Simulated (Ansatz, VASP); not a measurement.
# ZnGe2N2 in VASP and in Ansatz

```
Zn Ge N
1.0
     3.43827    0.00000    0.00000
    -1.71913    2.97763    0.00000
     0.00000    0.00000    7.74505
Zn Ge N
1 2 2
Direct
  0.00000 0.00000 0.71942
  0.00000 0.00000 0.45776
  0.00000 0.00000 0.99370
  0.33333 0.66667 0.99643
  0.66667 0.33333 0.99643
```

Alike in both runs: task relaxation of cell and atoms; functional PBE; k mesh 6 × 6 × 2; occupations gaussian, width 0.1 eV; no spin polarisation.

|  | VASP | Ansatz |
| --- | --- | --- |
| version | VASP 6.6.1 | Ansatz 0.2.0 |
| potentials or method | VASP PAW PBE potentials, release 64 (Zn, Ge_d, N), cutoff 600 eV | scalar-relativistic, plane waves, PAW |
| valence electrons in the cell | 50 | 50 |

Ansatz gave:

| Item | Value |
| --- | --- |
| gap on the k mesh at the Fermi level, each at its own relaxed structure (eV) | none |
| relaxed volume (Å³/atom) | 16.47 |
| relaxed cell length with the largest relative difference (Å) | 7.485 |

Problem. Estimate VASP's values.

Solution. gap on the k mesh at the Fermi level, each at its own relaxed structure (eV): none; relaxed volume (Å³/atom): 16.52; relaxed cell length with the largest relative difference (Å): 7.500.

A gap of «none» marks a metal or a gap that the smearing closes.

The k mesh is coarse, so the values compare programs but aren't converged.
